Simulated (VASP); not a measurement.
Input of a VASP 6.6.1 run:

The input INCAR:

```
ALGO     = Fast           # electronic algorithm
EDIFF    = 1E-6           # SCF threshold, eV
ENCUT    = 520            # plane-wave cutoff, eV
GGA      = CA             # functional
ISIF     = 2              # what is computed and relaxed
ISMEAR   = -1             # smearing method
LASPH    = True           # aspherical terms in the spheres
LCHARG   = False          # write CHGCAR
LREAL    = False          # projectors in reciprocal space
LWAVE    = False          # write WAVECAR
NBANDS   = 18             # bands
NELM     = 80             # most SCF steps
PREC     = Accurate       # precision mode
SIGMA    = 0.05           # smearing width, eV
```

The input KPOINTS:

```
k-points
0
Gamma
  11 11 5
```

File POSCAR:

```
Ta
1.0
    2.8611730502      0.0000000000      0.0000000000
   -1.4305865251      2.4778485461      0.0000000000
    0.0000000000      0.0000000000      5.0964509272
Ta
2
Direct
    0.3333333333      0.6666666667      0.2500000000
    0.6666666667      0.3333333333      0.7500000000
```

Potentials or basis: VASP PAW LDA potentials, release 64 (Ta_pv).

The run is started by

```console
$ cat potpaw_LDA.64/Ta_pv/POTCAR > POTCAR
$ mpirun -np 1 vasp_std > vasp.out
```

Question: Predict the band gap on the k mesh.

Answer: Zero (bands 11 and 12 overlap by 1.67 eV).

Question: Estimate the pressure.

Answer: -3.9 GPa.

Stress tensor (GPa, compression positive):
```
-4.60  0.00  0.00
 0.00 -4.60  0.00
 0.00  0.00 -2.43
```

Caveat: the cell stands under tension; spin-orbit coupling is left out, which moves the levels of the heavy elements.
